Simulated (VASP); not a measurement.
## Ag: single point with PBE+U

Crystal: Ag.

```
Ag
1.0
     2.92230    0.00000    0.00000
    -1.46115    2.53079    0.00000
     0.00000    0.00000    4.70166
Ag
2
Direct
  0.33333 0.66667 0.25000
  0.66667 0.33333 0.75000
```

This isn't the form of Ag at room conditions, which is fcc.

| Quantity | Value |
| --- | --- |
| Program | VASP 6.6.1 |
| Task | single point |
| Functional | PBE |
| Potentials or basis | VASP PAW PBE potentials, release 64 (Ag) |
| Cutoff | 500 eV |
| k mesh | 6 × 6 × 4 |
| Occupations | gaussian, width 0.1 eV |
| Spin | no spin polarisation |
| Hubbard terms | Ag d U = 3.1 eV, J = 0.55 eV |
| Dipole correction | no |
| LDAUTYPE | 1 |
| Hund's J | 0.55 |
| Further INCAR settings | ALGO = Normal; EDIFF = 1e-06; NBANDS = 18 |

```json
{"Pressure": "2.9 GPa", "Band gap on the k mesh": "zero (bands 11 and 12 overlap by 8.13 eV)"}
```

Stress tensor (GPa, compression positive):
```
3.56 0.00 0.00
0.00 3.56 0.00
0.00 0.00 1.65
```

Levels at points of the mesh, in eV from the Fermi level:
```
           k point  band 7  band 8  band 9  band 10  band 11  band 12  band 13  band 14  band 15  band 16
(0.00, 0.00, 0.00)   -4.89   -4.64   -4.64    -3.60    -3.60     0.16     3.83    15.83    18.04    18.12
(0.50, 0.00, 0.00)   -4.13   -3.51   -3.40    -3.36     0.28     1.59     7.25     7.40     9.64    10.36
(0.00, 0.00, 0.50)   -4.51   -4.51   -3.91    -3.91    -3.91    -3.91    11.50    11.50    16.23    16.23
(0.50, 0.00, 0.50)   -3.61   -3.61   -3.42    -3.42     1.12     1.12     4.61     4.61    13.67    13.67
```

Eigenvalues of the final occupation matrices:
```
    site  spin  trace               eigenvalues
site 1 d     1   4.66  0.93 0.93 0.93 0.93 0.93
site 1 d     2   4.66  0.93 0.93 0.93 0.93 0.93
site 2 d     1   4.66  0.93 0.93 0.93 0.93 0.93
site 2 d     2   4.66  0.93 0.93 0.93 0.93 0.93
```

It took 14 s on 1 thread of AMD EPYC 7R43 64-Core Processor (Zen 3), with other jobs on the host, peak memory 0.11 GiB.

Caveat: the k points lie up to 0.41 Å⁻¹ apart, too coarse for converged energies and pressures of a metal; U without spin polarisation on a metal has little footing; the U is typed as a test and isn't derived for this compound.
